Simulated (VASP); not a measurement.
# Ti (P6_3/mmc) in VASP: a series of runs

Ti is run at these levels: LDA; tasks: vibrations by perturbation theory.

All numbers are computed with VASP 6.6.1; they aren't measurements. Logs are shortened: lines on timing, memory, paths and dates and some standing lists are left out, and cuts for length are marked.

**1. The cell of the first run**

The structure is hexagonal, space group P6_3/mmc (No. 194). The conventional cell has a = 2.842 Å, b = 2.842 Å, c = 4.515 Å, α = 90.00°, β = 90.00°, γ = 120.00°. Ti (site symmetry -6m2) has 12 Ti at 2.79 to 2.84 Å within 3.7 Å.

**2. Vibrations by perturbation theory, LDA**

The input, INCAR:

```
ALGO = All
EDIFF = 1E-8
ENCUT = 550
GGA_COMPAT = False
IBRION = 8
ISEARCH = 1
ISIF = 2
ISMEAR = -1
KPAR = 4
LASPH = True
LCHARG = False
LREAL = False
LWAVE = False
NELM = 300
NSW = 1
PREC = Accurate
SIGMA = 0.15
```

The input, KPOINTS:

```
k-points
0
Gamma
  18 18 10
```

The input, POSCAR:

```
Ti
1.0
    2.8416678381      0.0000000000      0.0000000000
   -1.4208339191      2.4609565369      0.0000000000
    0.0000000000      0.0000000000      4.5145036961
Ti
2
Direct
    0.3333333333      0.6666666667      0.2500000000
    0.6666666667      0.3333333333      0.7500000000
```

Potentials or basis: VASP PAW LDA potentials, release 64 (Ti_sv).

On the command line:

```console
> cat potpaw_LDA.64/Ti_sv/POTCAR > POTCAR
> mpirun -np 4 vasp_std > vasp.out
```

OUTCAR:

```text
EDIFF = 1E-8
   ENCUT = 550
   IBRION = 8
   ISIF = 2
   ISMEAR = -1
   LASPH = True
   LREAL = False
   NELM = 300
   NSW = 1
   PREC = Accurate

 ion  position               nearest neighbor table
   1  0.333  0.667  0.250-   2 2.79   2 2.79   2 2.79   2 2.79   2 2.79   2 2.79
   2  0.667  0.333  0.750-   1 2.79   1 2.79   1 2.79   1 2.79   1 2.79   1 2.79

  LATTYP: Found a hexagonal cell.
 ALAT       =     2.8416678381
 C/A-ratio  =     1.5886809977

  Lattice vectors:

 A1 = (   2.8416678381,   0.0000000000,   0.0000000000)
 A2 = (  -1.4208339191,   2.4609565369,   0.0000000000)
 A3 = (   0.0000000000,   0.0000000000,   4.5145036961)

Analysis of symmetry for initial positions (statically):
=====================================================================
 Subroutine PRICEL returns:
 Original cell was already a primitive cell.

 Routine SETGRP: Setting up the symmetry group for a
 hexagonal supercell.

 Subroutine GETGRP returns: Found 24 space group operations
 (whereof 12 operations were pure point group operations)
 out of a pool of 24 trial point group operations.

The static configuration has the point symmetry D_3d.
 The point group associated with its full space group is D_6h.

Analysis of symmetry for dynamics (positions and initial velocities):
=====================================================================
 Subroutine PRICEL returns:
 Original cell was already a primitive cell.

 Routine SETGRP: Setting up the symmetry group for a
 hexagonal supercell.

 Subroutine GETGRP returns: Found 24 space group operations
 (whereof 12 operations were pure point group operations)
 out of a pool of 24 trial point group operations.

The dynamic configuration has the point symmetry D_3d.
 The point group associated with its full space group is D_6h.

 Subroutine INISYM returns: Found 24 space group operations
 (whereof 12 operations are pure point group operations),
 and found     1 'primitive' translations

----------------------------------------------------------------------------------------

                                     Primitive cell

  volume of cell :      31.5709

  direct lattice vectors                    reciprocal lattice vectors
     2.841667838  0.000000000  0.000000000     0.351906013  0.203173032  0.000000000
    -1.420833919  2.460956537  0.000000000     0.000000000  0.406346063  0.000000000
     0.000000000  0.000000000  4.514503696     0.000000000  0.000000000  0.221508291

  length of vectors
     2.841667838  2.841667838  4.514503696     0.406346063  0.406346063  0.221508291

  position of ions in fractional coordinates (direct lattice)
     0.333333333  0.666666667  0.250000000
     0.666666667  0.333333333  0.750000000

  ion indices of the primitive-cell ions
   primitive index   ion index
                 1           1
                 2           2

----------------------------------------------------------------------------------------

 KPOINTS: k-points

Automatic generation of k-mesh.
 Grid dimensions read from file:
 generate k-points for:   18   18   10

 Generating k-lattice:

  Cartesian coordinates                     Fractional coordinates (reciprocal lattice)
     0.019550334  0.011287391  0.000000000     0.055555556  0.000000000  0.000000000
     0.000000000  0.022574781  0.000000000     0.000000000  0.055555556  0.000000000
[... 91 lines left out ...]
  volume of cell :       31.57
 maximum number of plane-waves:       954
 NGX is ok and might be reduce to    24
   NGX = 11   NGY = 11   NGZ = 17

--------------------------------------- Ionic step        1  -------------------------------------------

 number of electron      24.0000005 magnetization

 Free energy of the ion-electron system (eV)
  ---------------------------------------------------
  ext. energy  EPLUGINS =         0.00000000
  ---------------------------------------------------
  free energy    TOTEN  =       -17.17649213 eV

  energy without entropy =      -17.00146324  energy(sigma->0) =      -17.08897768

 E-fermi :   9.0926     XC(G=0): -12.2483

 val. band max:        9.0792698561   @ k =   0.2778   0.2222   0.5000
 cond. band min:       9.1021414286   @ k =   0.2778   0.2778   0.3000
 fundamental gap:      0.0228715725
 Fermi energy:         9.0926454793

 k-point     1 :       0.0000    0.0000    0.0000
  band No.  band energies     occupation
      1     -46.8631      2.00000
      2     -46.6536      2.00000
      3     -23.9508      2.00000
      4     -23.0860      2.00000
      5     -23.0860      2.00000
      6     -22.9643      2.00000
[... 433 lines left out ...]
      3     -23.7198      2.00000
      4     -23.5539      2.00000
      5     -23.5220      2.00000
      6     -23.3208      2.00000
[... 8 lines left out ...]
     15      10.4293      0.00027
     16      12.6327      0.00000

 [... further k-points ...]

------------------------ aborting loop because EDIFF is reached ----------------------------------------

  FORCE on cell =-STRESS in cart. coord.  units (eV):
  Direction    XX          YY          ZZ          XY          YZ          ZX
  --------------------------------------------------------------------------------------
  -------------------------------------------------------------------------------------
  Total        0.5508271      0.5508271      0.5561535     -0.0000000      0.0000000      0.0000000
  in kB       27.9536537     27.9536537     28.2239626     -0.0000000      0.0000000      0.0000000
  external PRESSURE =      28.0437567 kB  Pullay stress =       0.0000000 kB

 VOLUME and BASIS-vectors are now :
 -----------------------------------------------------------------------------
  energy-cutoff  :      550.00
  volume of cell :       31.57
      direct lattice vectors                 reciprocal lattice vectors
     2.841667838  0.000000000  0.000000000     0.351906013  0.203173032  0.000000000
    -1.420833919  2.460956537  0.000000000     0.000000000  0.406346063  0.000000000
     0.000000000  0.000000000  4.514503696     0.000000000  0.000000000  0.221508291

 POSITION                                       TOTAL-FORCE (eV/Angst)
 -----------------------------------------------------------------------------------
     -0.00000      1.64064      1.12863        -0.000000      0.000000      0.000000
      1.42083      0.82032      3.38588         0.000000      0.000000      0.000000
 -----------------------------------------------------------------------------------
    total drift:                               -0.000000      0.000000     -0.000000

  FREE ENERGIE OF THE ION-ELECTRON SYSTEM (eV)
  ---------------------------------------------------
  free  energy   TOTEN  =       -17.1764921276 eV

  energy  without entropy=      -17.0014642959  energy(sigma->0) =      -17.08897821

[... ionic steps 2 to 3 ...]

--------------------------------------- Ionic step        4  -------------------------------------------

------------------------ aborting loop because EDIFF is reached ----------------------------------------

[... ionic steps 5 to 5 ...]

--------------------------------------- Ionic step        6  -------------------------------------------

 Free energy of the ion-electron system (eV)
  ---------------------------------------------------
  ---------------------------------------------------
  free energy    TOTEN  =        -0.61841237 eV

  energy without entropy =       -0.61841237

------------------------ aborting loop because EDIFF is reached ----------------------------------------

 INTERNAL STRAIN TENSOR  FOR ION    1  DIRECTION 3   (eV/Angst):
 -----------------------------------------------------------------------------
    -0.02037  0.00000  0.00000
     0.00000 -0.02037  0.00000
    -0.00000 -0.00000  0.04212

 INTERNAL STRAIN TENSOR FOR ION    2 for displacements in x,y,z  (eV/Angst):
          X           Y           Z          XY          YZ          ZX
  --------------------------------------------------------------------------------
  x    -0.00000     0.00000     0.00000     2.16504     0.00000     0.00000
  y     2.16504    -2.16504     0.00000     0.00000     0.00000     0.00000
  z     0.00000     0.00000    -0.00000    -0.00000     0.00000     0.00000

 SECOND DERIVATIVES (NOT SYMMETRIZED)
 ------------------------------------
               1X          1Y          1Z          2X          2Y          2Z
  1X    -0.786071    0.000000    0.000000    0.786071   -0.000000    0.000000
  1Y     0.000000   -0.786071    0.000000   -0.000000    0.786071    0.000000
  1Z     0.000000    0.000000   -4.797911    0.000000    0.000000    4.797911
  2X     0.786071   -0.000000    0.000000   -0.786071    0.000000    0.000000
  2Y    -0.000000    0.786071    0.000000    0.000000   -0.786071    0.000000
  2Z     0.000000    0.000000    4.797911    0.000000    0.000000   -4.797911

 Eigenvectors and eigenvalues of the dynamical matrix
 ----------------------------------------------------

   1 f  =    6.998658 THz    43.973863 2PiTHz  233.450090 cm-1    28.944109 meV
             X         Y         Z           dx          dy          dz
     -0.000000  1.640638  1.128626     0.000000    0.000000    0.707107
      1.420834  0.820319  3.385878     0.000000   -0.000000   -0.707107
[... 11 lines left out ...]
   4 f  =    0.000000 THz     0.000000 2PiTHz    0.000003 cm-1     0.000000 meV
             X         Y         Z           dx          dy          dz
     -0.000000  1.640638  1.128626    -0.001105    0.283548   -0.647765
      1.420834  0.820319  3.385878    -0.001105    0.283548   -0.647765

   5 f/i=    0.000000 THz     0.000000 2PiTHz    0.000001 cm-1     0.000000 meV
             X         Y         Z           dx          dy          dz
     -0.000000  1.640638  1.128626     0.707030   -0.009038   -0.005162
      1.420834  0.820319  3.385878     0.707030   -0.009038   -0.005162

   6 f/i=    0.000000 THz     0.000000 2PiTHz    0.000001 cm-1     0.000000 meV
             X         Y         Z           dx          dy          dz
     -0.000000  1.640638  1.128626    -0.010350   -0.647703   -0.283503
      1.420834  0.820319  3.385878    -0.010350   -0.647703   -0.283503

--------------------------------------------------------------------------------------------------------

 ELASTIC MODULI CONTR FROM IONIC RELAXATION (kBar)
 Direction    XX          YY          ZZ          XY          YZ          ZX
 --------------------------------------------------------------------------------
 XX        -302.6160    302.6160      0.0000      0.0000     -0.0000     -0.0000
 YY         302.6160   -302.6160      0.0000      0.0000     -0.0000     -0.0000
 ZZ           0.0000      0.0000     -0.0000     -0.0000      0.0000      0.0000
 XY           0.0000      0.0000     -0.0000   -302.6160      0.0000      0.0000
 YZ          -0.0000     -0.0000      0.0000      0.0000     -0.0000     -0.0000
 ZX          -0.0000     -0.0000      0.0000      0.0000     -0.0000     -0.0000
 --------------------------------------------------------------------------------
```

Run time: 5.1 min. Hardware: 4 MPI ranks of Intel Xeon Platinum 8488C (Sapphire Rapids), shared host; peak memory 1.1 GiB.

Results:

| Item | Value |
| --- | --- |
| Highest phonon frequency at Γ | 233 cm⁻¹ |

Phonon frequencies in cm⁻¹ (negative: imaginary):
| q point | frequencies |
| --- | --- |
| (0.000, 0.000, 0.000) | 0 0 0 94 94 233 |

Caveat: the cell stands under pressure or tension, which shifts response properties.

**3. Vibrations by perturbation theory, LDA**

This run uses another cell than the first one, of 14.60 Å³/atom.

The input, INCAR:

```
PREC     = Accurate       # precision mode
ENCUT    = 550            # plane-wave cutoff, eV
EDIFF    = 1E-8           # SCF threshold, eV
ISMEAR   = -1             # smearing method
SIGMA    = 0.15           # smearing width, eV
LREAL    = False          # projectors in reciprocal space
LASPH    = True           # aspherical terms in the spheres
NELM     = 300            # most SCF steps
ALGO     = All            # electronic algorithm
ISIF     = 2              # what is computed and relaxed
LWAVE    = False          # write WAVECAR
LCHARG   = False          # write CHGCAR
GGA      = CA             # functional
IBRION   = 8              # ionic algorithm
NSW      = 1              # ionic steps
GGA_COMPAT= False        
ISEARCH  = 1            
KPAR     = 4
```

The input, KPOINTS:

```
regular mesh
0
Gamma
  18 18 10
```

The input, POSCAR:

```
Ti
1.0
    2.7641784422      0.0000000000      0.0000000000
   -1.3820892211      2.3938487516      0.0000000000
    0.0000000000      0.0000000000      4.4124529522
Ti
2
Direct
    0.3333333333      0.6666666667      0.2500000000
    0.6666666667      0.3333333333      0.7500000000
```

Potentials or basis: VASP PAW LDA potentials, release 64 (Ti_sv).

On the command line:

```console
> cat potpaw_LDA.64/Ti_sv/POTCAR > POTCAR
> mpirun -np 4 vasp_std > vasp.out
```

OUTCAR:

```text
PREC = Accurate
   ENCUT = 550
   EDIFF = 1E-8
   ISMEAR = -1
   LREAL = False
   LASPH = True
   NELM = 300
   ISIF = 2
   GGA = CA
   IBRION = 8
   NSW = 1

 ion  position               nearest neighbor table
   1  0.333  0.667  0.250-   2 2.72   2 2.72   2 2.72   2 2.72   2 2.72   2 2.72
   2  0.667  0.333  0.750-   1 2.72   1 2.72   1 2.72   1 2.72   1 2.72   1 2.72

  LATTYP: Found a hexagonal cell.
 ALAT       =     2.7641784422
 C/A-ratio  =     1.5962981567

  Lattice vectors:
[... 718 lines left out ...]
  2X     0.490165   -0.000000    0.000000   -0.490165    0.000000    0.000000
  2Y     0.000000    0.490165    0.000000   -0.000000   -0.490165    0.000000
  2Z    -0.000000    0.000000    6.784737    0.000000    0.000000   -6.784737

 Eigenvectors and eigenvalues of the dynamical matrix
 ----------------------------------------------------

   1 f  =    8.322526 THz    52.291973 2PiTHz  277.609583 cm-1    34.419186 meV
             X         Y         Z           dx          dy          dz
     -0.000000  1.595899  1.103113     0.000000   -0.000000    0.707107
      1.382089  0.797950  3.309340    -0.000000    0.000000   -0.707107
[... 16 lines left out ...]
   5 f  =    0.000000 THz     0.000000 2PiTHz    0.000001 cm-1     0.000000 meV
             X         Y         Z           dx          dy          dz
     -0.000000  1.595899  1.103113    -0.065827   -0.649776    0.271032
      1.382089  0.797950  3.309340    -0.065827   -0.649776    0.271032

   6 f/i=    0.000000 THz     0.000000 2PiTHz    0.000001 cm-1     0.000000 meV
             X         Y         Z           dx          dy          dz
     -0.000000  1.595899  1.103113     0.703986   -0.063991    0.017567
      1.382089  0.797950  3.309340     0.703986   -0.063991    0.017567

--------------------------------------------------------------------------------------------------------

 ELASTIC MODULI CONTR FROM IONIC RELAXATION (kBar)
 Direction    XX          YY          ZZ          XY          YZ          ZX
 --------------------------------------------------------------------------------
 XX        -515.2911    515.2911     -0.0000      0.0000      0.0000      0.0000
 YY         515.2911   -515.2911      0.0000     -0.0000      0.0000      0.0000
 ZZ          -0.0000      0.0000     -0.0000     -0.0000      0.0000      0.0000
 XY           0.0000     -0.0000     -0.0000   -515.2911      0.0000      0.0000
 YZ           0.0000      0.0000      0.0000      0.0000      0.0000      0.0000
 ZX           0.0000      0.0000      0.0000      0.0000      0.0000      0.0000
 --------------------------------------------------------------------------------
```

OSZICAR:

```text
N       E                     dE             d eps       ncg     rms           ort
DAV:   1     0.248569575104E+03    0.24857E+03   -0.13919E+04  3552   0.209E+03
DAV:   2     0.951571017514E+01   -0.23905E+03   -0.23755E+03  3552   0.503E+02
DAV:   3    -0.176203334614E+02   -0.27136E+02   -0.26873E+02  3552   0.137E+02
DAV:   4    -0.185520697314E+02   -0.93174E+00   -0.93160E+00  3552   0.276E+01
[... 79 lines left out ...]
RMM:  15    -0.601360431933E+00   -0.68301E-06   -0.57586E-06 26220   0.111E-03    0.197E-05
RMM:  16    -0.601360214306E+00    0.21763E-06   -0.63211E-06 26052   0.824E-04    0.316E-05
RMM:  17    -0.601360277374E+00   -0.63068E-07   -0.46372E-06 26105   0.642E-04    0.353E-05
RMM:  18    -0.601360501449E+00   -0.22407E-06   -0.35337E-06 24180   0.537E-04    0.324E-05
RMM:  19    -0.601360618896E+00   -0.11745E-06   -0.42725E-06 25124   0.456E-04    0.310E-05
 Linear response finished
```

stdout:

```text
POSCAR found type information on POSCAR Ti
 POSCAR found :  1 types and       2 ions
 scaLAPACK will be used
 LDA part: xc-table for (Slater(with rela. corr.)+CA(PZ))
 , standard interpolation
 POSCAR, INCAR and KPOINTS ok, starting setup
 FFT: planning ... GRIDC
 FFT: planning ... GRID_SOFT
[... 63 lines left out ...]
 gam= 0.000 g(H,U,f)=  0.715E-08 0.195E-09 0.216E-10 ort(H,U,f) = 0.363E-08-0.128E-09-0.414E-10
 gam= 0.000 trial= 0.833  step=  0.9325 mean=  0.8331
 final diagonalization occupied
 Linear response reoptimize wavefunctions to high precision
 Linear response DOF=           2
 Linear response progress:
 first order change of Fermi-energy   0.60125E-04
 force on displaced ion       1 direction 1 :  -0.490  -0.001   0.000
 Linear response progress:
 first order change of Fermi-energy  -0.19221E-03
 force on displaced ion       1 direction 3 :   0.000   0.000  -6.785
 Linear response finished
```

Run time: 4.9 min. Hardware: 4 MPI ranks of Intel Xeon Platinum 8375C at 2.90GHz (Ice Lake), shared host; peak memory 1 GiB.

Results:

```yaml
Highest_phonon_frequency_at_Γ: 278 cm⁻¹
```

Phonon frequencies in cm⁻¹ (negative: imaginary):
```csv
q point,frequencies
"(0.000, 0.000, 0.000)",0 0 0 75 75 278
```

Caveat: the cell stands under pressure or tension, which shifts response properties.
